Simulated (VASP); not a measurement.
Crystal: Y2Ge3.

```
Y Ge
1.0
     4.39243    0.00000    0.00000
    -2.19621    3.80395    0.00000
     0.00000    0.00000    7.10729
Y Ge
2 3
Direct
  0.00000 0.00000 0.27007
  0.00000 0.00000 0.72993
  0.66667 0.33333 0.00000
  0.66667 0.33333 0.50000
  0.33333 0.66667 0.00000
```

Base run:

- Program: VASP 6.6.1
- Functional: r2SCAN
- Dispersion: D3(BJ)
- Potentials or basis: VASP PAW PBE potentials, release 64 (Y_sv, Ge_d)
- Cutoff: 520 eV
- k mesh: 7 × 7 × 4
- Occupations: fermi-dirac, width 0.05 eV
- Spin: no spin polarisation

Its results: band gap on the k mesh zero (band 32 reaches 5.62 eV, above the bottom of band 33 at 4.19 eV); pressure -1.7 GPa; largest force 0.134 eV/Å.

The run is repeated on the same cell with these changes: functional from r2SCAN to PBE; dispersion from D3(BJ) to none. What comes out?

Band gap on the k mesh zero (band 32 reaches 5.51 eV, above the bottom of band 33 at 4.26 eV); pressure 0.3 GPa; largest force 0.149 eV/Å.

Several settings changed at once, so the effect can't be laid on one alone.

Caveats: three body term missing (some runs); the PAW data sets were made with another functional, which shifts forces and pressure a little (some runs); pairwise dispersion overbinds metals, which lowers pressure and volume (some runs).
